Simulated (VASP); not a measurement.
# Hf (Pm-3m) in VASP: further runs, part 2 of 2

VASP 6.6.1.

### Step 4. Single point, PBEsol (22.59 Å³/atom)

This run uses another cell than the first one, of 22.59 Å³/atom.

File INCAR:

```
SYSTEM = Hf
PREC     = Accurate       ! precision mode
ENCUT    = 520            ! plane-wave cutoff, eV
EDIFF    = 1E-6           ! SCF threshold, eV
ISMEAR   = -1             ! smearing method
SIGMA    = 0.1            ! smearing width, eV
LREAL    = .FALSE.        ! projectors in reciprocal space
LASPH    = .TRUE.         ! aspherical terms in the spheres
NELM     = 100            ! most SCF steps
ALGO     = Normal         ! electronic algorithm
ISIF     = 2              ! what is computed and relaxed
LWAVE    = .FALSE.        ! write WAVECAR
LCHARG   = .FALSE.        ! write CHGCAR
GGA      = PS             ! functional
NBANDS   = 11             ! bands
```

File KPOINTS:

```
Automatic mesh
0
G
  12 12 12
  0 0 0
```

File POSCAR:

```
Hf
1.0
    2.8270040805      0.0000000000      0.0000000000
    0.0000000000      2.8270040805      0.0000000000
    0.0000000000      0.0000000000      2.8270040805
Hf
1
Direct
    0.0000000000      0.0000000000      0.0000000000
```

Potentials or basis: VASP PAW PBE potentials, release 64 (Hf_pv).

Launch:

```
$ cat potpaw_PBE.64/Hf_pv/POTCAR > POTCAR
$ mpirun -np 1 vasp_std > vasp.out
```

OUTCAR:

```text
SYSTEM = Hf
   PREC = Accurate
   ENCUT = 520
   EDIFF = 1E-6
   ISMEAR = -1
   LREAL = .FALSE.
   LASPH = .TRUE.
   NELM = 100
   ISIF = 2
   GGA = PS

 ion  position               nearest neighbor table
   1  0.000  0.000  0.000-

  LATTYP: Found a simple cubic cell.
 ALAT       =     2.8270040805

  Lattice vectors:

 A1 = (   2.8270040805,   0.0000000000,   0.0000000000)
 A2 = (   0.0000000000,   2.8270040805,   0.0000000000)
 A3 = (   0.0000000000,   0.0000000000,   2.8270040805)

Analysis of symmetry for initial positions (statically):
=====================================================================
 Subroutine PRICEL returns:
 Original cell was already a primitive cell.

 Routine SETGRP: Setting up the symmetry group for a
 simple cubic supercell.

 Subroutine GETGRP returns: Found 48 space group operations
 (whereof 48 operations were pure point group operations)
 out of a pool of 48 trial point group operations.

The static configuration has the point symmetry O_h .

Analysis of symmetry for dynamics (positions and initial velocities):
=====================================================================
 Subroutine PRICEL returns:
 Original cell was already a primitive cell.

 Routine SETGRP: Setting up the symmetry group for a
 simple cubic supercell.

 Subroutine GETGRP returns: Found 48 space group operations
 (whereof 48 operations were pure point group operations)
 out of a pool of 48 trial point group operations.

The dynamic configuration has the point symmetry O_h .

 Subroutine INISYM returns: Found 48 space group operations
 (whereof 48 operations are pure point group operations),
 and found     1 'primitive' translations

----------------------------------------------------------------------------------------

                                     Primitive cell

  volume of cell :      22.5933

  direct lattice vectors                    reciprocal lattice vectors
     2.827004081  0.000000000  0.000000000     0.353731361  0.000000000  0.000000000
     0.000000000  2.827004081  0.000000000     0.000000000  0.353731361  0.000000000
     0.000000000  0.000000000  2.827004081     0.000000000  0.000000000  0.353731361

  length of vectors
     2.827004081  2.827004081  2.827004081     0.353731361  0.353731361  0.353731361

  position of ions in fractional coordinates (direct lattice)
     0.000000000  0.000000000  0.000000000

  ion indices of the primitive-cell ions
   primitive index   ion index
                 1           1

----------------------------------------------------------------------------------------

 KPOINTS: Automatic mesh

Automatic generation of k-mesh.
 Grid dimensions read from file:
 generate k-points for:   12   12   12

 Generating k-lattice:

  Cartesian coordinates                     Fractional coordinates (reciprocal lattice)
     0.029477613  0.000000000  0.000000000     0.083333333  0.000000000  0.000000000
     0.000000000  0.029477613  0.000000000     0.000000000  0.083333333  0.000000000
     0.000000000  0.000000000  0.029477613     0.000000000  0.000000000  0.083333333

  Length of vectors
     0.029477613  0.029477613  0.029477613

  Shift w.r.t. Gamma in fractional coordinates (k-lattice)
     0.000000000  0.000000000  0.000000000

 Subroutine IBZKPT returns following result:
 ===========================================

 Found     84 irreducible k-points:

 Following reciprocal coordinates:
            Coordinates               Weight
  0.000000  0.000000  0.000000      1.000000
  0.083333  0.000000  0.000000      6.000000
  0.166667  0.000000  0.000000      6.000000
  0.250000  0.000000  0.000000      6.000000
  0.333333  0.000000  0.000000      6.000000
  0.416667  0.000000  0.000000      6.000000
[... 16 lines left out ...]
  0.333333  0.333333  0.000000     12.000000
  0.416667  0.333333  0.000000     24.000000
 [... further k-points ...]
   k-points           NKPTS =     84   k-points in BZ     NKDIM =     84   number of bands    NBANDS=     11
   number of dos      NEDOS =    301   number of ions     NIONS =      1
   total plane-waves  NPLWV =  13824
   dimension x,y,z NGX =    24 NGY =   24 NGZ =   24
   dimension x,y,z NGXF=    48 NGYF=   48 NGZF=   48
   ions per type =               1
   NGX,Y,Z   is equivalent  to a cutoff of  14.11, 14.11, 14.11 a.u.
   NGXF,Y,Z  is equivalent  to a cutoff of  28.23, 28.23, 28.23 a.u.
 SYSTEM =  Hf
   PREC   = accura    normal or accurate (medium, high low for compatibility)
   ISTART =      0    job   : 0-new  1-cont  2-samecut
   ICHARG =      2    charge: 1-file 2-atom 10-const
   ISPIN  =      1    spin polarized calculation?
   LNONCOLLINEAR =      F non collinear calculations
   LSORBIT =      F    spin-orbit coupling
   LASPH  =      T    aspherical Exc in radial PAW
   ENCUT  =  520.0 eV  38.22 Ry    6.18 a.u.   5.26  5.26  5.26*2*pi/ulx,y,z
   NELM   =    100;   NELMIN=  2; NELMDL= -5     # of ELM steps
   EDIFF  = 0.1E-05   stopping-criterion for ELM
   LREAL  =      F    real-space projection
   EDIFFG = 0.1E-04   stopping-criterion for IOM
   NSW    =      0    number of steps for IOM
   IBRION =     -1    ionic relax: 0-MD 1-quasi-New 2-CG
   NFREE  =      0    steps in history (QN), initial steepest desc. (CG)
   ISIF   =      2    stress and relaxation
   ISYM   =      2    0-nonsym 1-usesym 2-fastsym
   POTIM  = 0.5000    time-step for ionic-motion
   TEBEG  =    0.0;   TEEND  =   0.0 temperature during run
   PSTRESS=    0.0 pullay stress
   NELECT =      10.0000    total number of electrons
   NUPDOWN=      -1.0000    fix difference up-down
   EMIN   =  10.00;   EMAX   =-10.00  energy-range for DOS
   EFERMI =   0.00;   METHOD = LEGACY
   ISMEAR =    -1;   SIGMA  =   0.10  broadening in eV -4-tet -1-fermi 0-gaus
   EFERMI_NEDOS =   21; number of points for ismear=-14 and -15
   IALGO  =     38    algorithm
   IMIX   =      4    mixing-type and parameters
     AMIX     =   0.40;   BMIX     =  1.00
     AMIX_MAG =   1.60;   BMIX_MAG =  1.00
  volume/ion in A,a.u.               =      22.59       152.47
  Fermi-wavevector in a.u.,A,eV,Ry     =   1.247618  2.357657 21.178167  1.556551
  Thomas-Fermi vector in A             =   2.381742
   LORBIT       =      0    0 simple, 1 ext, 2 COOP (PROOUT), +10 PAW based schemes
   GGA     = PS    functional components
   LHFCALC =     F    Hartree Fock is set to
   AEXX    =    0.0000 exact exchange contribution
   IVDW    =     0    specifies the selected vdW correction
   LEPSILON=     F    determine dielectric tensor
   LRPA    =     F    only Hartree local field effects (RPA)
 non-spin polarized calculation
  energy-cutoff  :      520.00
  volume of cell :       22.59
 maximum number of plane-waves:       627
 NGX is ok and might be reduce to    24
   NGX = 11   NGY = 11   NGZ = 11

 number of electron      10.0000000 magnetization

 number of electron       9.9999999 magnetization

 Free energy of the ion-electron system (eV)
  ---------------------------------------------------
  ext. energy  EPLUGINS =         0.00000000
  ---------------------------------------------------
  free energy    TOTEN  =        -9.42956244 eV

  energy without entropy =       -9.37626498  energy(sigma->0) =       -9.40291371

 E-fermi :   4.2440     XC(G=0): -11.2541

 val. band max:        4.2436807140   @ k =   0.5000   0.3333   0.2500
 cond. band min:       4.2471360942   @ k =   0.4167   0.0833   0.0000
 fundamental gap:      0.0034553802
 Fermi energy:         4.2439526705

 k-point     1 :       0.0000    0.0000    0.0000
  band No.  band energies     occupation
      1     -25.3975      2.00000
      2     -25.3975      2.00000
      3     -25.3975      2.00000
      4      -2.5174      2.00000
      5       2.5949      2.00000
      6       2.5949      2.00000
      7      11.3598      0.00000
      8      11.3598      0.00000
      9      11.3598      0.00000
     10      17.5653      0.00000
     11      17.9285      0.00000
[... 309 lines left out ...]
 k-point    24 :       0.4167    0.3333    0.0000
  band No.  band energies     occupation
      1     -26.4151      2.00000
      2     -26.1819      2.00000
      3     -25.2138      2.00000
      4       1.6375      2.00000
      5       3.0654      1.99998
      6       7.1497      0.00000
      7       8.2501      0.00000
      8       8.3358      0.00000
      9       8.9404      0.00000
     10      14.4700      0.00000
     11      17.3397      0.00000

 [... further k-points ...]

------------------------ aborting loop because EDIFF is reached ----------------------------------------

  FORCE on cell =-STRESS in cart. coord.  units (eV):
  Direction    XX          YY          ZZ          XY          YZ          ZX
  --------------------------------------------------------------------------------------
  -------------------------------------------------------------------------------------
  Total        0.4924204      0.4924204      0.4924204      0.0000000      0.0000000      0.0000000
  in kB       34.9194415     34.9194415     34.9194415      0.0000000      0.0000000      0.0000000
  external PRESSURE =      34.9194415 kB  Pullay stress =       0.0000000 kB

 VOLUME and BASIS-vectors are now :
 -----------------------------------------------------------------------------
  energy-cutoff  :      520.00
  volume of cell :       22.59
      direct lattice vectors                 reciprocal lattice vectors
     2.827004081  0.000000000  0.000000000     0.353731361  0.000000000  0.000000000
     0.000000000  2.827004081  0.000000000     0.000000000  0.353731361  0.000000000
     0.000000000  0.000000000  2.827004081     0.000000000  0.000000000  0.353731361

 POSITION                                       TOTAL-FORCE (eV/Angst)
 -----------------------------------------------------------------------------------
      0.00000      0.00000      0.00000         0.000000      0.000000      0.000000
 -----------------------------------------------------------------------------------
    total drift:                                0.000000      0.000000      0.000000

  FREE ENERGIE OF THE ION-ELECTRON SYSTEM (eV)
  ---------------------------------------------------
  free  energy   TOTEN  =        -9.4295624427 eV

  energy  without entropy=       -9.3762649752  energy(sigma->0) =       -9.40291371
```

It took 8.6 s on 1 thread of Intel Xeon Platinum 8375C at 2.90GHz (Ice Lake), shared host; peak memory 0.15 GiB.

What came out:

* Free energy: -9.4296 eV
* Pressure: 3.5 GPa
* Band gap on the k mesh: zero (bands 5 and 6 overlap by 2.62 eV)

Caveat: the cell stands under pressure; the PAW data sets were made with another functional, which shifts forces and pressure a little; spin-orbit coupling is left out, which moves the levels of the heavy elements.

### Step 5. The runs side by side

```tsv
cell	gap on the mesh (eV)	pressure (GPa)
a = 2.746 Å, 1 atom	none	12.6
a = 2.787 Å, 1 atom	none	7.6
a = 2.827 Å, 1 atom	none	3.5
```

Alike in all rows: task single point; level PBEsol; potentials or basis VASP PAW PBE potentials, release 64 (Hf_pv); no spin polarisation; k mesh 12 × 12 × 12; cutoff (eV) 520; smearing fermi-dirac 0.1 eV.

Caveats: the cell stands under pressure; the PAW data sets were made with another functional, which shifts forces and pressure a little; spin-orbit coupling is left out, which moves the levels of the heavy elements.

Absolute energies hang on the potentials; compare differences alone.
